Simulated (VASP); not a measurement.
# SiO2 (P4_2/mnm) in VASP: a series of runs, part 2 of 2

VASP 6.6.1. The steps go on from the part before.

### 4 Single point, LDA

This run uses another cell than the first one, of the same volume but with other edges.

Input file INCAR:

```
  PREC = Accurate
  ENCUT = 520
  EDIFF = 1E-7
  ISMEAR = 0
  SIGMA = 0.05
  LREAL = False
  LASPH = True
  NELM = 100
  ALGO = Normal
  ISIF = 2
  LWAVE = False
  LCHARG = False
  NBANDS = 25
```

Input file KPOINTS:

```
Automatic mesh
0
Gamma
  6 6 8
```

Input file POSCAR:

```
SiO2
1.0
    4.2050000000      0.0000000000      0.0000000000
    0.0000000000      4.2050000000      0.0000000000
    0.0000000000      0.0000000000      2.5336000000
Si O
2 4
Direct
    0.5000000000      0.5000000000      0.5000000000
    0.0000000000      0.0000000000      0.0000000000
    0.6944252994      0.6944252994      0.0000000000
    0.1944252994      0.8055747006      0.5000000000
    0.3055747006      0.3055747006      0.0000000000
    0.8055747006      0.1944252994      0.5000000000
```

Potentials or basis: VASP PAW LDA potentials, release 64 (Si, O).

Command:

```bash
cat potpaw_LDA.64/Si/POTCAR potpaw_LDA.64/O/POTCAR > POTCAR
mpirun -np 1 vasp_std > vasp.out
```

OUTCAR:

```text
PREC = Accurate
   ENCUT = 520
   EDIFF = 1E-7
   ISMEAR = 0
   LREAL = False
   LASPH = True
   NELM = 100
   ISIF = 2

 ion  position               nearest neighbor table
   1  0.500  0.500  0.500-   3 1.72   5 1.72   3 1.72   5 1.72   4 1.82   6 1.82
   2  0.000  0.000  0.000-   4 1.72   6 1.72   4 1.72   6 1.72   5 1.82   3 1.82
   3  0.694  0.694  0.000-   1 1.72   1 1.72   2 1.82
   4  0.194  0.806  0.500-   2 1.72   2 1.72   1 1.82
   5  0.306  0.306  0.000-   1 1.72   1 1.72   2 1.82
   6  0.806  0.194  0.500-   2 1.72   2 1.72   1 1.82

  LATTYP: Found a simple tetragonal cell.
 ALAT       =     4.2050000000
 C/A-ratio  =     0.6025208086

  Lattice vectors:

 A1 = (   4.2050000000,   0.0000000000,   0.0000000000)
 A2 = (   0.0000000000,   4.2050000000,   0.0000000000)
 A3 = (   0.0000000000,   0.0000000000,   2.5336000000)

Analysis of symmetry for initial positions (statically):
=====================================================================
 Subroutine PRICEL returns:
 Original cell was already a primitive cell.

 Routine SETGRP: Setting up the symmetry group for a
 simple tetragonal supercell.
[... 174 lines left out ...]
  free energy    TOTEN  =       -51.70501967 eV

  energy without entropy =      -51.70501967  energy(sigma->0) =      -51.70501967

 E-fermi :   8.7614     XC(G=0): -12.9126

 val. band max:        8.5312604134   @ k =   0.0000   0.0000   0.0000
 cond. band min:      14.9697865332   @ k =   0.0000   0.0000   0.0000
 fundamental gap:      6.4385261197
 Fermi energy:         8.7614164174

 k-point     1 :       0.0000    0.0000    0.0000
  band No.  band energies     occupation
      1     -14.3127      2.00000
      2     -10.5077      2.00000
      3     -10.5077      2.00000
      4     -10.3639      2.00000
      5      -2.6060      2.00000
      6       1.5156      2.00000
[... 661 lines left out ...]
     24      22.0952      0.00000
     25      22.5342      0.00000

 [... further k-points ...]
[... 5 lines left out ...]
  --------------------------------------------------------------------------------------
  -------------------------------------------------------------------------------------
  Total        0.4912602      0.4912602     10.8170701      0.0000000      0.0000000      0.0000000
  in kB       17.5692050     17.5692050    386.8567489      0.0000000      0.0000000      0.0000000
  external PRESSURE =     140.6650530 kB  Pullay stress =       0.0000000 kB

 VOLUME and BASIS-vectors are now :
 -----------------------------------------------------------------------------
  energy-cutoff  :      520.00
  volume of cell :       44.80
      direct lattice vectors                 reciprocal lattice vectors
     4.205000000  0.000000000  0.000000000     0.237812128  0.000000000  0.000000000
     0.000000000  4.205000000  0.000000000     0.000000000  0.237812128  0.000000000
     0.000000000  0.000000000  2.533600000     0.000000000  0.000000000  0.394695295

 POSITION                                       TOTAL-FORCE (eV/Angst)
 -----------------------------------------------------------------------------------
      2.10250      2.10250      1.26680         0.000000      0.000000      0.000000
      0.00000      0.00000      0.00000         0.000000      0.000000      0.000000
      2.92006      2.92006      0.00000        -0.041822     -0.041822      0.000000
      0.81756      3.38744      1.26680        -0.041822      0.041822      0.000000
      1.28494      1.28494      0.00000         0.041822      0.041822     -0.000000
      3.38744      0.81756      1.26680         0.041822     -0.041822      0.000000
 -----------------------------------------------------------------------------------
    total drift:                                0.000000      0.000000     -0.000000

  FREE ENERGIE OF THE ION-ELECTRON SYSTEM (eV)
  ---------------------------------------------------
  free  energy   TOTEN  =       -51.7050196688 eV

  energy  without entropy=      -51.7050196688  energy(sigma->0) =      -51.70501967
```

OSZICAR:

```text
N       E                     dE             d eps       ncg     rms          rms(c)
DAV:   1     0.126800092410E+03    0.12680E+03   -0.17813E+04  2548   0.124E+03
DAV:   2    -0.503746159739E+02   -0.17717E+03   -0.17108E+03  3145   0.282E+02
DAV:   3    -0.566692975013E+02   -0.62947E+01   -0.62720E+01  3375   0.507E+01
DAV:   4    -0.567089757922E+02   -0.39678E-01   -0.39670E-01  2893   0.467E+00
DAV:   5    -0.567092998434E+02   -0.32405E-03   -0.32401E-03  3377   0.396E-01    0.190E+01
DAV:   6    -0.518015418631E+02    0.49078E+01   -0.13425E+01  3201   0.246E+01    0.923E+00
DAV:   7    -0.517418054437E+02    0.59736E-01   -0.78617E-01  3084   0.521E+00    0.320E+00
DAV:   8    -0.517104109340E+02    0.31395E-01   -0.34233E-02  3128   0.153E+00    0.105E+00
DAV:   9    -0.517050378110E+02    0.53731E-02   -0.63428E-03  3223   0.591E-01    0.203E-01
DAV:  10    -0.517050167100E+02    0.21101E-04   -0.28712E-04  3141   0.123E-01    0.662E-02
DAV:  11    -0.517050198085E+02   -0.30986E-05   -0.23242E-05  3229   0.333E-02    0.254E-02
DAV:  12    -0.517050198216E+02   -0.13077E-07   -0.20120E-06  3192   0.103E-02    0.100E-02
DAV:  13    -0.517050196650E+02    0.15659E-06   -0.67967E-07  3148   0.606E-03    0.130E-03
DAV:  14    -0.517050196688E+02   -0.38171E-08   -0.42643E-08  1840   0.142E-03
   1 F= -.51705020E+02 E0= -.51705020E+02  d E =-.614980E-13
```

stdout:

```text
POSCAR found type information on POSCAR SiO
 POSCAR found :  2 types and       6 ions
 scaLAPACK will be used
 LDA part: xc-table for (Slater(with rela. corr.)+CA(PZ))
 , standard interpolation
 POSCAR, INCAR and KPOINTS ok, starting setup
 FFT: planning ... GRIDC
 FFT: planning ... GRID_SOFT
 FFT: planning ... GRID
 WAVECAR not read
 entering main loop
```

Run time: 86 s. Hardware: 1 thread of AMD EPYC 7R13, shared host; peak memory 0.13 GiB.

What came out:

| Item | Value |
| --- | --- |
| Free energy | -51.7050 eV |
| Pressure | 14.1 GPa |
| Largest force | 0.059 eV/Å |
| Band gap on the k mesh | 6.44 eV, direct |

Forces on the atoms (eV/Å):
```
Si   0.000  0.000  0.000
Si   0.000  0.000  0.000
O   -0.042 -0.042  0.000
O   -0.042  0.042  0.000
O    0.042  0.042  0.000
O    0.042 -0.042  0.000
```

Stress tensor (GPa, compression positive):
```
 1.76  0.00  0.00
 0.00  1.76  0.00
 0.00  0.00 38.69
```

Levels at points of the mesh, in eV from the valence-band top:
```
           k point  band 14  band 15  band 16  band 17  band 18  band 19
(0.00, 0.00, 0.00)    -0.97    -0.97     0.00     6.44     7.58     9.48
(0.50, 0.00, 0.00)    -2.47    -1.17    -1.17     8.66     8.66     9.89
(0.50, 0.50, 0.00)    -2.65    -2.62    -2.62     8.30     8.30    10.85
(0.00, 0.00, 0.50)    -3.13    -2.84    -2.84     9.30     9.30    12.52
(0.50, 0.00, 0.50)    -2.49    -1.86    -1.86     8.85     8.85     9.63
(0.50, 0.50, 0.50)    -1.96    -1.64    -1.64     7.29     7.29    10.89
```

A k mesh can miss the band edges.

### 5 Single point, LDA

This run uses another cell than the first one, of the same volume but with other edges.

Input file INCAR:

```
SYSTEM = SiO2
PREC = Accurate ; ENCUT = 520
EDIFF = 1E-7 ; ISMEAR = 0
SIGMA = 0.05 ; LREAL = .FALSE.
LASPH = .TRUE. ; NELM = 100
ALGO = Normal ; ISIF = 2
LWAVE = .FALSE. ; LCHARG = .FALSE.
NBANDS = 25
```

Input file KPOINTS:

```
Automatic mesh
0
G
  6 6 8
  0 0 0
```

POSCAR: that of step 4 with these lines changed.

```diff
@@ -2,5 +2,5 @@
 1.0
-    4.2050000000      0.0000000000      0.0000000000
-    0.0000000000      4.2050000000      0.0000000000
-    0.0000000000      0.0000000000      2.5336000000
+    4.1053000000      0.0000000000      0.0000000000
+    0.0000000000      4.1053000000      0.0000000000
+    0.0000000000      0.0000000000      2.6613102772
 Si O
```

Command:

```bash
cat potpaw_LDA.64/Si/POTCAR potpaw_LDA.64/O/POTCAR > POTCAR
mpirun -np 1 vasp_std > vasp.out
```

Wall time 91 s (1 thread of AMD EPYC 7R13, shared host); peak memory 0.13 GiB.

The run converged. Its results:

```yaml
Free_energy: -51.9296 eV
Pressure: 9.2 GPa
Largest_force: 0.246 eV/Å
Band_gap_on_the_k_mesh: 6.22 eV, direct
```

Forces in eV/Å, atoms in the order of the input:
```
Si   0.000  0.000  0.000
Si   0.000  0.000  0.000
O    0.174  0.174  0.000
O    0.174 -0.174  0.000
O   -0.174 -0.174  0.000
O   -0.174  0.174  0.000
```

Stress tensor (GPa, compression positive):
```
10.35  0.00  0.00
 0.00 10.35  0.00
 0.00  0.00  6.92
```

Levels at points of the mesh, in eV from the valence-band top:
| k point | band 14 | band 15 | band 16 | band 17 | band 18 | band 19 |
| --- | --- | --- | --- | --- | --- | --- |
| (0.00, 0.00, 0.00) | -0.91 | -0.91 | 0.00 | 6.22 | 6.34 | 8.40 |
| (0.50, 0.00, 0.00) | -2.86 | -1.11 | -1.11 | 7.92 | 7.92 | 8.99 |
| (0.50, 0.50, 0.00) | -2.86 | -2.40 | -2.40 | 7.57 | 7.57 | 10.04 |
| (0.00, 0.00, 0.50) | -3.40 | -2.85 | -2.85 | 9.42 | 9.42 | 12.72 |
| (0.50, 0.00, 0.50) | -2.38 | -1.88 | -1.88 | 8.99 | 8.99 | 10.25 |
| (0.50, 0.50, 0.50) | -1.81 | -1.65 | -1.65 | 7.53 | 7.53 | 11.09 |

### 6 Single point, LDA

This run uses another cell than the first one, of 7.56 Å³/atom, 1.012 times its volume.

Input file INCAR:

```
ALGO = Normal
EDIFF = 1E-6
ENCUT = 520
ISIF = 2
ISMEAR = 0
LASPH = True
LCHARG = False
LREAL = False
LWAVE = False
NBANDS = 25
NELM = 60
PREC = Accurate
SIGMA = 0.05
```

Input file KPOINTS:

```
k-points
0
Gamma
  6 6 8
```

POSCAR: that of step 5 with these lines changed.

```diff
@@ -2,5 +2,5 @@
 1.0
-    4.1053000000      0.0000000000      0.0000000000
-    0.0000000000      4.1053000000      0.0000000000
-    0.0000000000      0.0000000000      2.6613102772
+    4.0804000000      0.0000000000      0.0000000000
+    0.0000000000      4.0804000000      0.0000000000
+    0.0000000000      0.0000000000      2.7252000000
 Si O
```

Potentials or basis: VASP PAW LDA potentials, release 64 (Si, O).

Command:

```bash
cat potpaw_LDA.64/Si/POTCAR potpaw_LDA.64/O/POTCAR > POTCAR
mpirun -np 1 vasp_std > vasp.out
```

Wall time 78 s (1 thread of AMD EPYC 7R13, shared host); peak memory 0.13 GiB.

Results (log left out):

```
Free energy            : -51.8906 eV
Pressure               : 3.9 GPa
Largest force          : 0.297 eV/Å
Band gap on the k mesh : 5.88 eV, direct
```

Forces in eV/Å, atoms in the order of the input:
```
Si   0.000  0.000  0.000
Si   0.000  0.000  0.000
O    0.210  0.210  0.000
O    0.210 -0.210  0.000
O   -0.210 -0.210  0.000
O   -0.210  0.210  0.000
```

Stress tensor (GPa, compression positive):
```
 9.99  0.00  0.00
 0.00  9.99  0.00
 0.00  0.00 -8.22
```

Levels at points of the mesh, in eV from the valence-band top:
| k point | band 14 | band 15 | band 16 | band 17 | band 18 | band 19 |
| --- | --- | --- | --- | --- | --- | --- |
| (0.00, 0.00, 0.00) | -0.85 | -0.85 | 0.00 | 5.88 | 5.88 | 7.89 |
| (0.50, 0.00, 0.00) | -2.92 | -1.06 | -1.06 | 7.50 | 7.50 | 8.54 |
| (0.50, 0.50, 0.00) | -2.91 | -2.23 | -2.23 | 7.17 | 7.17 | 9.64 |
| (0.00, 0.00, 0.50) | -3.42 | -2.76 | -2.76 | 9.34 | 9.34 | 12.50 |
| (0.50, 0.00, 0.50) | -2.26 | -1.81 | -1.81 | 8.96 | 8.96 | 10.42 |
| (0.50, 0.50, 0.50) | -1.69 | -1.58 | -1.58 | 7.49 | 7.49 | 11.12 |

A k mesh can miss the band edges. A hybrid or GW would open this gap; LDA tends to underestimate it.

### 7 Overview

```tsv
cell	gap on the mesh (eV)	pressure (GPa)	largest force (eV/Å)
a = 4.055, b = 4.055, c = 2.725 Å, 6 atoms	5.84	8.2	0.38
a = 4.155, b = 4.155, c = 2.597 Å, 6 atoms	6.35	11.1	0.10
a = 4.205, b = 4.205, c = 2.534 Å, 6 atoms	6.44	14.1	0.06
a = 4.105, b = 4.105, c = 2.661 Å, 6 atoms	6.22	9.2	0.25
a = 4.080, b = 4.080, c = 2.725 Å, 6 atoms	5.88	3.9	0.30
```

Alike in all rows: task single point; level LDA; potentials or basis VASP PAW LDA potentials, release 64 (Si, O); no spin polarisation; k mesh 6 × 6 × 8; cutoff (eV) 520; smearing gaussian 0.05 eV.

Absolute energies hang on the potentials; compare differences alone.
